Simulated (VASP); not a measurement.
## Ir: single point with PBE

Crystal: Ir.

```
Ir
1.0
     2.74781    0.00000    0.00000
    -1.37391    2.37967    0.00000
     0.00000    0.00000    4.30450
Ir
2
Cartesian
  1.3739 0.7932 3.2284
  0.0000 1.5864 1.0761
```

This isn't the form of Ir at room conditions, which is fcc.

```yaml
Program: VASP 6.6.1
Task: single point
Functional: PBE
Potentials_or_basis: VASP PAW PBE potentials, release 64 (Ir)
Cutoff: 520 eV
k_mesh: 18 × 18 × 10
Occupations: gaussian, width 0.15 eV
Spin: no spin polarisation
```

```yaml
Pressure: 14.3 GPa
Band_gap_on_the_k_mesh: zero (bands 9 and 10 overlap by 3.36 eV)
```

Stress tensor (GPa, compression positive):
```
 9.38  0.00  0.00
 0.00  9.38  0.00
 0.00  0.00 24.26
```

Levels at points of the mesh, in eV from the Fermi level:
```csv
k point,band 7,band 8,band 9,band 10,band 11,band 12
"(0.00, 0.00, 0.00)",-3.21,-2.75,-2.75,-0.52,0.22,0.22
"(0.50, 0.00, 0.00)",-2.85,0.44,0.95,1.11,2.84,4.24
"(0.00, 0.00, 0.50)",-4.18,-4.18,-0.50,-0.50,-0.50,-0.50
"(0.50, 0.00, 0.50)",-1.06,-1.06,0.75,0.75,1.98,1.98
```

Run time: 2.6 min on 1 thread of Intel Xeon 8259CL (shared host), peak memory 0.2 GiB.

Caveat: the stress differs along the axes, from 9 to 24 GPa; spin-orbit coupling is left out, which moves the levels of the heavy elements.
